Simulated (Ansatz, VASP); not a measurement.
# One calculation of MnO2, two programs

```
CELL_PARAMETERS angstrom
4.39830 0.00000 0.00000
0.00000 4.39830 0.00000
0.00000 0.00000 2.87300
ATOMIC_POSITIONS crystal
Mn 0.00000 0.00000 0.00000
Mn 0.50000 0.50000 0.50000
O 0.30515 0.30515 0.00000
O 0.19485 0.80515 0.50000
O 0.69485 0.69485 0.00000
O 0.80515 0.19485 0.50000
```

Change from the starting cell: parallel moments scaled by 0.03, plain SCF.

Alike in both runs: task single point; functional PBE; k mesh 5 × 5 × 7; occupations gaussian, width 0.1 eV; collinear spin; Hubbard terms Mn d U = 6.3 eV.

|  | VASP | Ansatz |
| --- | --- | --- |
| version | VASP 6.6.1 | Ansatz 0.2.0 |
| potentials or method | VASP PAW PBE potentials, release 64 (Mn_pv, O), cutoff 600 eV | PAW, plane waves, scalar-relativistic |
| valence electrons in the cell | 50 | 54 |

```csv
,VASP,Ansatz,Ansatz less VASP
pressure (GPa),17.3,18.4,+1.07
"traceless stress, the component that is largest in VASP (GPa)",5.05,5.93,+0.888
rms of the force components (eV/Å),0.095,0.096,+0.0017
net moment per atom (μB),1.01,1.01,-0.002
size of the moment on the site where the two differ most (μB),3.28,2.91,-0.369
```

Site moments also hang on the region over which each program counts them. The programs project onto different local orbitals, so the same U acts differently, and such runs can settle in different states. Atom by atom the forces differ by 0.002 eV/Å (rms over components). VASP's potentials hold 50 valence electrons a cell and Ansatz's 54, so a difference there can come from the potentials and not from the codes. Ansatz's warnings: filled band counts differ across k points.
